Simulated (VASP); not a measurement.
A run of VASP 6.6.1 is set up as follows.

File POSCAR:

```
Sn8O16F
1.0
    4.8274600300      4.8274600300      0.0000000000
   -4.8274600300      4.8274600300      0.0000000000
    0.0000000000      0.0000000000      6.4759066800
Sn O F
8 16 1
Direct
    0.0110357400      0.4897748900      0.2418574700
    0.5024389000     -0.0017516700      0.2462928500
    0.0083786400      0.0111648900      0.0120963900
    0.4987797400      0.4979473500      0.0027043400
    0.0070348900      0.5098154000      0.7471427700
    0.4975173600     -0.0099791600      0.7496014400
   -0.0076724200      0.0013282400      0.5051804100
    0.5124012600      0.4932605100      0.5012129100
    0.0020714900      0.8073374700      0.2555022200
    0.5367570100      0.3052194900      0.2543385800
   -0.0775679700      0.1893448200      0.2722716100
    0.5082489700      0.6884923600      0.2544703000
    0.3149367500     -0.0555836000     -0.0056805100
    0.8121737200      0.5008462400     -0.0035815600
    0.1976410800      0.5660820800     -0.0136414300
    0.6952389000     -0.0057061600     -0.0042770900
   -0.0059871800      0.8166127200      0.7519694400
    0.4977025500      0.2998000000      0.7551236900
    0.0027000400      0.1997299700      0.7545572700
    0.5130844900      0.6834496200      0.7455019500
    0.3026908700      0.0047072900      0.4953745400
    0.8176022000      0.5105984400      0.5005072300
    0.2025702200      0.4929721900      0.4946630600
    0.6843588800     -0.0168577700      0.5053819300
    0.2152321700      0.2498063700      0.1131323600
```

Contents of INCAR.step1:

```
PREC = Accurate
ENCUT = 520
ISMEAR = -1
SIGMA = 0.01
LREAL = Auto
LASPH = True
NELM = 100
NBANDS = 126
NELECT = 216.0
GGA = PE
ALGO = Normal
EDIFF = 1E-4
LWAVE = True
LCHARG = False
```

The input INCAR.step2:

```
PREC = Accurate
ENCUT = 520
EDIFF = 1E-6
ISMEAR = -1
SIGMA = 0.01
LREAL = Auto
LASPH = True
NELM = 100
ALGO = Normal
ISIF = 2
LWAVE = False
LCHARG = False
METAGGA = R2SCAN
LMIXTAU = True
NBANDS = 126
NELECT = 216.0
ISTART = 1
```

File KPOINTS:

```
Automatic mesh
0
Gamma
  1 1 1
  0.25 0.25 0.25
```

Potentials or basis: VASP PAW PBE potentials, release 64 (Sn_d, O, F).

Command:

```bash
$ cat potpaw_PBE.64/Sn_d/POTCAR potpaw_PBE.64/O/POTCAR potpaw_PBE.64/F/POTCAR > POTCAR
$ cp INCAR.step1 INCAR
$ mpirun -np 1 vasp_std > vasp.out
$ cp INCAR.step2 INCAR
$ mpirun -np 1 vasp_std > vasp.out
```

Task: Estimate the largest force.

Result: 0.308 eV/Å.

Forces on the atoms (eV/Å):
```
Sn  -0.071 -0.021 -0.004
Sn   0.074  0.000 -0.009
Sn   0.039 -0.079 -0.013
Sn  -0.060  0.090  0.020
Sn  -0.104  0.033  0.018
Sn   0.105 -0.036  0.013
Sn  -0.037 -0.104 -0.006
Sn   0.014  0.093 -0.042
O   -0.056  0.042  0.007
O   -0.116 -0.104 -0.004
O    0.218  0.209 -0.008
O    0.029 -0.036  0.010
O   -0.151  0.182 -0.047
O    0.038 -0.032 -0.016
O    0.207 -0.226  0.034
O   -0.020 -0.002  0.007
O   -0.004  0.036 -0.056
O    0.011 -0.006 -0.014
O    0.023  0.035  0.023
O    0.009 -0.037  0.003
O   -0.004  0.002 -0.009
O    0.045 -0.007  0.057
O   -0.025 -0.006 -0.021
O   -0.071  0.048  0.034
F   -0.093 -0.069  0.023
```

Caveat: the k points lie up to 0.97 Å⁻¹ apart; the cell carries a net charge on a neutralising background, which shifts energy and pressure; the PAW data sets were made with another functional, which shifts forces and pressure a little.
